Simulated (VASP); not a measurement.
Here is a VASP 6.6.1 calculation.

INCAR

```
PREC = Accurate
ENCUT = 520
EDIFF = 1E-7
ISMEAR = 0
SIGMA = 0.1
LREAL = False
LASPH = True
NELM = 100
ALGO = Fast
ISIF = 2
LWAVE = False
LCHARG = False
GGA = PS
NBANDS = 22
```

Contents of KPOINTS:

```
regular mesh
0
Gamma
  24 24 12
```

Contents of POSCAR:

```
Rh
1.0
    2.7250273617      0.0000000000      0.0000000000
   -1.3625136809      2.3599429213      0.0000000000
    0.0000000000      0.0000000000      4.1558594339
Rh
2
Direct
    0.6666666488      0.3333333512      0.7500000000
    0.3333333512      0.6666666488      0.2500000000
```

Potentials or basis: VASP PAW PBE potentials, release 64 (Rh_pv).

Launch:

```bash
$ cat potpaw_PBE.64/Rh_pv/POTCAR > POTCAR
$ mpirun -np 1 vasp_std > vasp.out
```

Question: Estimate the band gap on the k mesh.

Answer: Zero (band 15 reaches 12.99 eV, above the bottom of band 16 at 10.63 eV).

Question: Predict the pressure.

Answer: 5.6 GPa.

Stress tensor (GPa, compression positive):
```
-0.07  0.00  0.00
 0.00 -0.07  0.00
 0.00  0.00 16.95
```

Caveat: the cell differs from its parent crystal (uniaxial strain along c: -4.0 %, then relaxed in part); the PAW data sets were made with another functional, which shifts forces and pressure a little.
